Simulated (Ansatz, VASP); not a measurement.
## Two plane-wave programs on GaN

```
CELL_PARAMETERS angstrom
0.00000 2.14839 2.14839
2.14839 0.00000 2.14839
2.14839 2.14839 0.00000
ATOMIC_POSITIONS crystal
Ga 0.50000 0.50000 0.50000
N 0.00000 0.00000 0.00000
```

Alike in both runs: task single point; functional BLYP; k mesh 10 × 10 × 10; occupations gaussian, width 0.05 eV; no spin polarisation.

|  | VASP | Ansatz |
| --- | --- | --- |
| version | VASP 6.6.1 | Ansatz 0.2.0 |
| potentials or method | VASP PAW PBE potentials, release 64 (Ga_d, N_h), cutoff 1330 eV | scalar-relativistic, plane waves, PAW |
| valence electrons in the cell | 18 | 18 |

|  | VASP | Ansatz | Ansatz less VASP |
| --- | --- | --- | --- |
| gap on the k mesh at the Fermi level (eV) | 0.22 | 0.20 | -0.023 |
| least direct gap on the mesh (eV) | 2.22 | 2.19 | -0.027 |
| pressure (GPa) | 4.8 | 3.9 | -0.98 |

VASP's potentials were made for PBE, not for BLYP.
